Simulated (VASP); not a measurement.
Input of a VASP 6.6.1 run:

The input INCAR:

```
PREC     = Accurate       # precision mode
ENCUT    = 400            # plane-wave cutoff, eV
EDIFF    = 1E-6           # SCF threshold, eV
ISMEAR   = 0              # smearing method
SIGMA    = 0.01           # smearing width, eV
LREAL    = Auto         
LASPH    = True           # aspherical terms in the spheres
NELM     = 200            # most SCF steps
ALGO     = Normal         # electronic algorithm
ISIF     = 2              # what is computed and relaxed
LWAVE    = False          # write WAVECAR
LCHARG   = False          # write CHGCAR
ISPIN    = 2              # spin polarisation
MAGMOM   = 0 0 0 0 0 0 0 0 0 0 0 0 0 0 0 0.5 0 0 0 0 0 0 0 0 0.5 0 0 0 0.5 0.5 0 # initial moments
LORBIT   = 11             # projections on sites
GGA      = PE             # functional
NBANDS   = 164            # bands
NELECT   = 278.0        
GGA_COMPAT= False        
LUSENCCL = False
```

The input KPOINTS:

```
Automatic mesh
0
Gamma
  2 2 2
  0.5 0.5 0.5
```

POSCAR

```
Cd15Te15Cl
1.0
   -6.6173732474      6.6173732474      6.6173732474
    6.6173732474     -6.6173732474      6.6173732474
    6.6173732474      6.6173732474     -6.6173732474
Cd Cl Te
15 1 15
Direct
   -0.0047309659      0.4802582859      0.4893240564
    0.0007920302      0.7497381882      0.2493526761
    0.2306638623     -0.0105518465      0.7439623389
   -0.0047389274     -0.0103407029     -0.0201030847
    0.2307074961      0.2442614390      0.4891420392
    0.2532506384      0.5024032606      0.2570674561
    0.5005194280      0.7496649264      0.7494708652
    0.2532616182      0.7571974546      0.0020750960
    0.5077648391      0.0123870501      0.5120128979
    0.5005433312      0.2498218261      0.2493018663
    0.7406026057      0.4801939247      0.7441514782
    0.5086495429      0.5022207232      0.0018682749
    0.7629350573      0.7566749774      0.5117831475
    0.7629254818      0.0121569523      0.2564249551
    0.7406407241      0.2444433349     -0.0200930256
    0.2942207904      0.5433195917      0.0429276159
    0.2450940680      0.7413183782      0.7448168917
    0.2488515645     -0.0000106841      0.4996763272
    0.4921382202      0.2448902186     -0.0062398128
    0.2451127225      0.2451260090      0.2409851010
    0.4921249161      0.4941107491      0.7445384817
    0.5034046423      0.7526231011      0.4999759022
    0.7507542921     -0.0001066085     -0.0023691500
    0.5033747972      0.0003013581      0.2522460664
    0.7698878714      0.2473487252      0.7470475921
    0.7507688031      0.4979298512      0.4995960094
   -0.0039665934      0.7413608805     -0.0060777984
    0.7511946316      0.7525537861      0.2522009047
   -0.0021297014      0.0188162416      0.7469215114
   -0.0020809520      0.2472925885      0.5184909527
   -0.0039874933      0.4942986608      0.2410207543
```

Potentials or basis: VASP PAW PBE potentials, release 64 (Cd, Cl, Te).

The run is started by

```bash
$ cat potpaw_PBE.64/Cd/POTCAR potpaw_PBE.64/Cl/POTCAR potpaw_PBE.64/Te/POTCAR > POTCAR
$ mpirun -np 1 vasp_std > vasp.out
```

**Question.** Predict the net moment.

**Answer.** 0.00 μB per cell.

**Question.** Predict the largest force.

**Answer.** 0.028 eV/Å.

Forces in eV/Å, atoms in the order of the input:
```
Cd   0.003 -0.011  0.011
Cd   0.006 -0.002 -0.002
Cd  -0.010  0.011  0.005
Cd   0.004  0.012 -0.012
Cd  -0.010  0.004  0.011
Cd   0.008  0.008 -0.003
Cd  -0.002 -0.001  0.003
Cd   0.009 -0.005  0.008
Cd  -0.006 -0.009 -0.009
Cd  -0.001  0.003 -0.001
Cd   0.012 -0.014  0.003
Cd   0.002  0.005  0.005
Cd  -0.007 -0.006 -0.007
Cd  -0.008 -0.007 -0.005
Cd   0.012  0.001 -0.014
Cl  -0.009 -0.008 -0.010
Te  -0.001 -0.003  0.003
Te   0.000  0.007  0.004
Te  -0.003  0.000 -0.002
Te   0.002  0.002 -0.005
Te  -0.004 -0.003  0.002
Te  -0.001  0.003 -0.004
Te   0.006  0.007 -0.001
Te   0.000 -0.006  0.006
Te  -0.020  0.014  0.014
Te   0.009 -0.003  0.005
Te  -0.003 -0.004  0.001
Te  -0.006  0.002  0.000
Te   0.009 -0.017  0.017
Te   0.010  0.016 -0.017
Te  -0.002  0.003 -0.004
```

Caveat: the cell carries a net charge on a neutralising background, which shifts energy and pressure; the cell differs from its parent crystal (atoms taken out, then relaxed in part).
